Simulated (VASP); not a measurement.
# Ni (Im-3m) in VASP: further runs, part 2 of 2

VASP 6.6.1.

## Step 4: Relaxation of cell and atoms, PBE+D4+U

INCAR

```
SYSTEM = Ni
PREC     = Accurate       ! precision mode
ENCUT    = 600            ! plane-wave cutoff, eV
EDIFF    = 1E-7           ! SCF threshold, eV
ISMEAR   = -1             ! smearing method
SIGMA    = 0.02           ! smearing width, eV
LREAL    = .FALSE.        ! projectors in reciprocal space
LASPH    = .TRUE.         ! aspherical terms in the spheres
NELM     = 150            ! most SCF steps
ALGO     = Normal         ! electronic algorithm
ISIF     = 3              ! what is computed and relaxed
LWAVE    = .FALSE.        ! write WAVECAR
LCHARG   = .FALSE.        ! write CHGCAR
LMAXMIX  = 4              ! l up to which the mixer works
LDAU     = .TRUE.         ! DFT+U
LDAUTYPE = 2            
LDAUL    = 2              ! shell
LDAUU    = 7              ! U, eV
LDAUJ    = 0            
LDAUPRINT= 1            
GGA      = PE             ! functional
IVDW     = 13             ! dispersion correction
IBRION   = 2              ! ionic algorithm
NSW      = 80             ! ionic steps
EDIFFG   = -0.01          ! ionic threshold
```

KPOINTS

```
Automatic mesh
0
G
  13 13 13
  0 0 0
```

POSCAR

```
Ni
1.0
   -1.3837154700      1.3837154700      1.3837154700
    1.3837154700     -1.3837154700      1.3837154700
    1.3837154700      1.3837154700     -1.3837154700
Ni
1
Direct
    0.0000000000      0.0000000000      0.0000000000
```

Potentials or basis: VASP PAW PBE potentials, release 64 (Ni).

The run is started by

```bash
$ cat potpaw_PBE.64/Ni/POTCAR > POTCAR
$ mpirun -np 1 vasp_std > vasp.out
```

OUTCAR:

```text
SYSTEM = Ni
   PREC = Accurate
   ENCUT = 600
   EDIFF = 1E-7
   ISMEAR = -1
   LREAL = .FALSE.
   LASPH = .TRUE.
   NELM = 150
   ISIF = 3
   GGA = PE
   IVDW = 13
   IBRION = 2
   NSW = 80
   EDIFFG = -0.01

 ion  position               nearest neighbor table
   1  0.000  0.000  0.000-

  LATTYP: Found a body centered cubic cell.
 ALAT       =     2.7674309400

  Lattice vectors:

 A1 = (  -1.3837154700,   1.3837154700,   1.3837154700)
 A2 = (   1.3837154700,  -1.3837154700,   1.3837154700)
 A3 = (   1.3837154700,   1.3837154700,  -1.3837154700)

Analysis of symmetry for initial positions (statically):
=====================================================================
 Subroutine PRICEL returns:
 Original cell was already a primitive cell.

 Routine SETGRP: Setting up the symmetry group for a
 body centered cubic supercell.

 Subroutine GETGRP returns: Found 48 space group operations
 (whereof 48 operations were pure point group operations)
 out of a pool of 48 trial point group operations.

The static configuration has the point symmetry O_h .

Analysis of symmetry for dynamics (positions and initial velocities):
=====================================================================
 Subroutine PRICEL returns:
 Original cell was already a primitive cell.

 Routine SETGRP: Setting up the symmetry group for a
 body centered cubic supercell.

 Subroutine GETGRP returns: Found 48 space group operations
 (whereof 48 operations were pure point group operations)
 out of a pool of 48 trial point group operations.

The dynamic configuration has the point symmetry O_h .

 Subroutine INISYM returns: Found 48 space group operations
 (whereof 48 operations are pure point group operations),
 and found     1 'primitive' translations

[... 193 lines left out ...]
  band No.  band energies     occupation
      1       2.3330      2.00000
      2       8.2056      2.00000
      3       8.2056      2.00000
      4       8.2056      2.00000
      5       9.6057      2.00000
      6       9.6057      2.00000
      7      41.6808      0.00000
      8      41.6808      0.00000
      9      41.6808      0.00000
[... 308 lines left out ...]
  FREE ENERGIE OF THE ION-ELECTRON SYSTEM (eV)
  ---------------------------------------------------
  free  energy   TOTEN  =        -1.6121000684 eV

  energy  without entropy=       -1.6096267941  energy(sigma->0) =       -1.61086343

atom =   1  type =  1  l = 2

 onsite density matrix

spin component  1

  0.8490  0.0000  0.0000 -0.0000 -0.0000
  0.0000  0.8490  0.0000 -0.0000 -0.0000
  0.0000  0.0000  0.9363  0.0000  0.0000
 -0.0000 -0.0000  0.0000  0.8490  0.0000
 -0.0000 -0.0000  0.0000  0.0000  0.9363

spin component  2

  0.8490  0.0000  0.0000 -0.0000 -0.0000
  0.0000  0.8490  0.0000 -0.0000 -0.0000
  0.0000  0.0000  0.9363  0.0000  0.0000
 -0.0000 -0.0000  0.0000  0.8490  0.0000
 -0.0000 -0.0000  0.0000  0.0000  0.9363

 occupancies and eigenvectors

  o =  0.8490  v =  0.0000  0.8987  0.0000 -0.4385 -0.0000  0.0000  0.0000  0.0000  0.0000  0.0000      0.0000  0.0000  0.0000  0.0000  0.0000  0.0000  0.0000  0.0000  0.0000  0.0000
  o =  0.8490  v =  0.0000  0.0000  0.0000  0.0000  0.0000  0.0000  0.8987  0.0000 -0.4385 -0.0000      0.0000  0.0000  0.0000  0.0000  0.0000  0.0000  0.0000  0.0000  0.0000  0.0000
  o =  0.8490  v =  1.0000  0.0000  0.0000  0.0000  0.0000  0.0000  0.0000  0.0000  0.0000  0.0000      0.0000  0.0000  0.0000  0.0000  0.0000  0.0000  0.0000  0.0000  0.0000  0.0000
  o =  0.8490  v =  0.0000  0.0000  0.0000  0.0000  0.0000  1.0000  0.0000  0.0000  0.0000  0.0000      0.0000  0.0000  0.0000  0.0000  0.0000  0.0000  0.0000  0.0000  0.0000  0.0000
  o =  0.8490  v =  0.0000  0.4385  0.0000  0.8987  0.0000  0.0000  0.0000  0.0000  0.0000  0.0000      0.0000  0.0000  0.0000  0.0000  0.0000  0.0000  0.0000  0.0000  0.0000  0.0000
  o =  0.8490  v =  0.0000  0.0000  0.0000  0.0000  0.0000  0.0000  0.4385  0.0000  0.8987  0.0000      0.0000  0.0000  0.0000  0.0000  0.0000  0.0000  0.0000  0.0000  0.0000  0.0000
  o =  0.9363  v =  0.0000  0.0000  0.0000  0.0000  0.0000  0.0000  0.0000 -0.9127  0.0000  0.4086      0.0000  0.0000  0.0000  0.0000  0.0000  0.0000  0.0000  0.0000  0.0000  0.0000
  o =  0.9363  v =  0.0000  0.0000 -0.9127  0.0000  0.4086  0.0000  0.0000  0.0000  0.0000  0.0000      0.0000  0.0000  0.0000  0.0000  0.0000  0.0000  0.0000  0.0000  0.0000  0.0000
  o =  0.9363  v =  0.0000  0.0000  0.4086 -0.0000  0.9127  0.0000  0.0000  0.0000  0.0000  0.0000      0.0000  0.0000  0.0000  0.0000  0.0000  0.0000  0.0000  0.0000  0.0000  0.0000
  o =  0.9363  v =  0.0000  0.0000  0.0000  0.0000  0.0000  0.0000  0.0000  0.4086 -0.0000  0.9127      0.0000  0.0000  0.0000  0.0000  0.0000  0.0000  0.0000  0.0000  0.0000  0.0000

--------------------------------------- Ionic step        3  -------------------------------------------

 number of electron       9.9999995 magnetization

 Free energy of the ion-electron system (eV)
  ---------------------------------------------------
  ext. energy  EPLUGINS =         0.00000000
  ---------------------------------------------------
  free energy    TOTEN  =        -1.13012488 eV

  energy without entropy =       -1.12751555  energy(sigma->0) =       -1.12882021

 E-fermi :   9.8691     XC(G=0): -14.0325

 val. band max:        9.8655145899   @ k =   0.4615   0.0769   0.0000
 cond. band min:       9.8835688640   @ k =  -0.3846   0.4615   0.2308
 fundamental gap:      0.0180542741
 Fermi energy:         9.8691047328

 k-point     1 :       0.0000    0.0000    0.0000
  band No.  band energies     occupation
      1       1.6041      2.00000
      2       7.3191      2.00000
      3       7.3191      2.00000
      4       7.3191      2.00000
      5       8.4830      2.00000
      6       8.4830      2.00000
      7      39.5455      0.00000
      8      39.5455      0.00000
      9      39.5455      0.00000
[... 308 lines left out ...]
  FREE ENERGIE OF THE ION-ELECTRON SYSTEM (eV)
  ---------------------------------------------------
  free  energy   TOTEN  =        -1.6531436910 eV

  energy  without entropy=       -1.6505343646  energy(sigma->0) =       -1.65183903

 reached required accuracy - stopping structural energy minimisation
```

OSZICAR:

```text
N       E                     dE             d eps       ncg     rms          rms(c)
DAV:   1     0.305881375882E+02    0.30588E+02   -0.58422E+03  1544   0.175E+03
DAV:   2    -0.742235785533E+00   -0.31330E+02   -0.30593E+02  1541   0.176E+02
DAV:   3    -0.141640381487E+01   -0.67417E+00   -0.67344E+00  1679   0.370E+01
DAV:   4    -0.142200770694E+01   -0.56039E-02   -0.56035E-02  1657   0.291E+00
[... 31 lines left out ...]
DAV:   7    -0.113012422001E+01    0.11474E-04   -0.78928E-05  1818   0.143E-01    0.604E-03
DAV:   8    -0.113012498137E+01   -0.76137E-06   -0.27134E-06  1603   0.224E-02    0.152E-03
DAV:   9    -0.113012474715E+01    0.23423E-06   -0.31784E-07  1410   0.857E-03    0.591E-04
DAV:  10    -0.113012485382E+01   -0.10668E-06   -0.38177E-08   759   0.312E-03    0.554E-05
DAV:  11    -0.113012487706E+01   -0.23243E-07   -0.38223E-09   759   0.893E-04
   3 F= -.16531437E+01 E0= -.16518390E+01  d E =-.914058E-01
```

CONTCAR:

```text
Ni
   1.00000000000000
    -1.3270340796189604    1.3270340796189604    1.3270340796189604
     1.3270340796189604   -1.3270340796189604    1.3270340796189604
     1.3270340796189604    1.3270340796189604   -1.3270340796189604
  Ni
     1
Direct
     0.0000000000000000    0.0000000000000000    0.0000000000000000

  0.00000000E+00  0.00000000E+00  0.00000000E+00
```

Run time: 68 s. Hardware: 1 thread of Intel Xeon 6975P-C, shared host; peak memory 0.11 GiB.

Results:

* Free energy: -1.6531 eV
* Relaxed volume: 9.35 Å³/atom
* Relaxed cell: a = 2.298 Å, b = 2.298 Å, c = 2.298 Å, α = 109.47°, β = 109.47°, γ = 109.47°
* Space group after relaxing (to 0.05 Å): Im-3m (No. 229)
* Energy gained by relaxing: 91.4 meV/atom
* Ionic steps: 3
* Pressure after relaxing: -0.2 GPa
* Band gap on the k mesh: zero (band 5 reaches 10.29 eV, above the bottom of band 6 at 8.42 eV)
* Dispersion energy per atom: -0.523 eV

The path:
```csv
step,energy change (eV),largest force (eV/Å),pressure (GPa),volume (Å³)
1,0.0000,0.0000,-20.52,10.60
2,-0.0504,0.0000,20.52,8.65
3,-0.0914,0.0000,-0.16,9.35
```

Final structure:
```yaml
crystal:
  lattice:
    - [-1.32703, 1.32703, 1.32703]
    - [1.32703, -1.32703, 1.32703]
    - [1.32703, 1.32703, -1.32703]
  atoms:
    - { symbol: Ni, position: [0.00000, 0.00000, 0.00000] }
```

Eigenvalues of the final occupation matrices:
```csv
site,spin,trace,eigenvalues
site 1 d,1,4.42,0.85 0.85 0.85 0.94 0.94
site 1 d,2,4.42,0.85 0.85 0.85 0.94 0.94
```

Caveat: the run has no spin polarisation, though such a crystal can be magnetic; U without spin polarisation on a metal has little footing; pairwise dispersion overbinds metals, which lowers pressure and volume; the U is typed as a test and isn't derived for this compound.

## Step 5: Single point, PBEsol, collinear spin, zero start

INCAR

```
  PREC = Accurate
  ENCUT = 520
  EDIFF = 1E-7
  ISMEAR = -1
  SIGMA = 0.05
  LREAL = False
  LASPH = True
  NELM = 150
  ALGO = Normal
  ISIF = 2
  LWAVE = False
  LCHARG = True
  ISPIN = 2
  MAGMOM = 0
  LORBIT = 11
  NUPDOWN = 0.0
  LMAXMIX = 4
  GGA = PS
  LELF = True
  LVHAR = True
  NBANDS = 15
```

KPOINTS

```
Automatic mesh
0
Gamma
  11 11 11
```

POSCAR is that of step 4.

The run is started by

```bash
$ cat potpaw_PBE.64/Ni/POTCAR > POTCAR
$ mpirun -np 1 vasp_std > vasp.out
```

It took 14 s on 1 thread of Intel Xeon 6975P-C, shared host; peak memory 0.13 GiB.

It converged, with:

```yaml
Free_energy: -6.0221 eV
Pressure: -4.3 GPa
Net_moment: 0.00 μB per cell
Valence_electrons_inside_the_program's_atomic_spheres: Ni 9.37
```

Caveat: the PAW data sets were made with another functional, which shifts forces and pressure a little; the total moment is fixed, so each spin has its own Fermi level.

## Step 6: Overview

| task | level | spin | U | fixed moment (μB) | cell | k mesh | cutoff (eV) | smearing | gap on the mesh (eV) | pressure (GPa) | moment (μB) |
| --- | --- | --- | --- | --- | --- | --- | --- | --- | --- | --- | --- |
| single point | RPBE | collinear, ferromagnetic start | - | - | as given | 13 × 13 × 13 | 520 | gaussian 0.02 eV | none | 13.4 | 0.59 |
| single point | PBE | collinear, ferromagnetic start | - | - | as given | 13 × 13 × 13 | 520 | gaussian 0.02 eV | none | 7.6 | 0.59 |
| relaxation of cell and atoms | PBE+D4+U | off | Ni d U = 7.0 eV | - | relaxed | 13 × 13 × 13 | 600 | fermi-dirac 0.02 eV | none | -0.2 | - |
| single point | PBEsol | collinear, zero start | - | 0.0 | as given | 11 × 11 × 11 | 520 | fermi-dirac 0.05 eV | - | -4.3 | 0.00 |

Alike in all rows: potentials or basis VASP PAW PBE potentials, release 64 (Ni).

The pressure there spans -4.3 GPa (PBEsol) to 13.4 GPa (RPBE); a positive pressure means that this level wants a larger cell, a negative one a smaller.

Caveats: the PAW data sets were made with another functional, which shifts forces and pressure a little (some runs); U without spin polarisation on a metal has little footing (some runs); pairwise dispersion overbinds metals, which lowers pressure and volume (some runs); the U is typed as a test and isn't derived for this compound (some runs); the total moment is fixed, so each spin has its own Fermi level (some runs).

Total energies depend on the potentials used, so only differences within one code and one set of settings carry meaning.
